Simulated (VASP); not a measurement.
Crystal: AlN.

```
CELL_PARAMETERS angstrom
3.18130 0.00000 0.00000
-1.59065 2.75509 0.00000
0.00000 0.00000 4.54810
ATOMIC_POSITIONS crystal
Al 0.33333 0.66667 0.00152
Al 0.66667 0.33333 0.50152
N 0.33333 0.66667 0.38348
N 0.66667 0.33333 0.88348
```

```yaml
Program: VASP 6.6.1
Task: relaxation of the atoms
Functional: LDA
Potentials_or_basis: VASP PAW LDA potentials, release 64 (Al, N)
Cutoff: 520 eV
k_mesh: 9 × 9 × 6
Occupations: gaussian, width 0.05 eV
Spin: no spin polarisation
```

At the start: pressure 8.7 GPa; volume 9.97 Å³/atom.

Q: How do energy, volume and symmetry change on relaxing?

A: Over 5 steps the energy falls by 73.3 meV/atom; space group P6_3mc (No. 186, to 0.05 Å).

Step by step:
```csv
step,energy change (eV),largest force (eV/Å),pressure (GPa)
1,0.0000,2.4422,8.75
2,-0.2227,0.6375,0.59
3,-0.2930,0.0176,2.33
4,-0.2930,0.0119,2.25
5,-0.2931,0.0003,2.27
```

Final structure:
```xyz
4
Lattice="3.1813 0.0000 0.0000 -1.5906 2.7551 0.0000 0.0000 0.0000 4.5481" Properties=species:S:1:pos:R:3 pbc="T T T"
Al    0.0000    1.8367    4.4846
Al    1.5906    0.9184    2.2105
N     0.0000    1.8367    1.8145
N     1.5906    0.9184    4.0886
```

A measured gap of AlN is 6.034 eV (an exciton energy, a little under the gap; 10 K; quoted in “Self-assembly of well-separated AlN nanowires directly on sputtered metallic TiN films”, 2019, arxiv:1910.07391); the calculated 3.85 eV misses it by -2.19 eV. 2 values of this kind are on record (6.034 to 6.0343 eV); this one was drawn at random. The value is that of LDA on a finite k mesh, which can miss the band edges, without temperature or zero-point motion. Semilocal functionals fall short of measured gaps as a rule.
